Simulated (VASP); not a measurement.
Wanted: the native input for a VASP 6.6.1 run.

```yaml
Task: single point
Functional: LDA
Potentials_or_basis: VASP PAW LDA potentials, release 64 (Cs_sv, H)
Cutoff: 520 eV
k_mesh: 8 × 8 × 8
Occupations: gaussian, width 0.05 eV
Spin: no spin polarisation
Dipole_correction: no
Further_INCAR_settings: ALGO = Normal; EDIFF = 1e-07; NBANDS = 12
```

The structure of CsH lies in POSCAR:

```
CsH
1.0
    0.0000000000      3.0604800000      3.4430400000
    3.0604800000      0.0000000000      3.4430400000
    3.0604800000      3.0604800000      0.0000000000
Cs H
1 1
Direct
    0.0000000000      0.0000000000      0.0000000000
    0.5000000000      0.5000000000      0.5000000000
```

This cell differs from its parent crystal: strain -0.040 along x and y, +0.080 along z.

One way to write it, as run:

INCAR

```
  ALGO = Normal
  EDIFF = 1E-7
  ENCUT = 520
  GGA = CA
  ISIF = 2
  ISMEAR = 0
  LASPH = True
  LCHARG = False
  LREAL = False
  LWAVE = False
  NBANDS = 12
  NELM = 100
  PREC = Accurate
  SIGMA = 0.05
```

KPOINTS

```
k-points
0
Gamma
  8 8 8
```

Potentials or basis: VASP PAW LDA potentials, release 64 (Cs_sv, H).

The run is started by

```sh
$ cat potpaw_LDA.64/Cs_sv/POTCAR potpaw_LDA.64/H/POTCAR > POTCAR
$ mpirun -np 1 vasp_std > vasp.out
```

It gave:

```
Pressure               : -0.9 GPa
Band gap on the k mesh : 1.87 eV
```

Caveat: the cell differs from its parent crystal (strain -0.040 along x and y, +0.080 along z); spin-orbit coupling is left out, which moves the levels of the heavy elements.

Wall time 45 s on 1 thread of Intel Xeon 8259CL (shared host), peak memory 0.19 GiB.
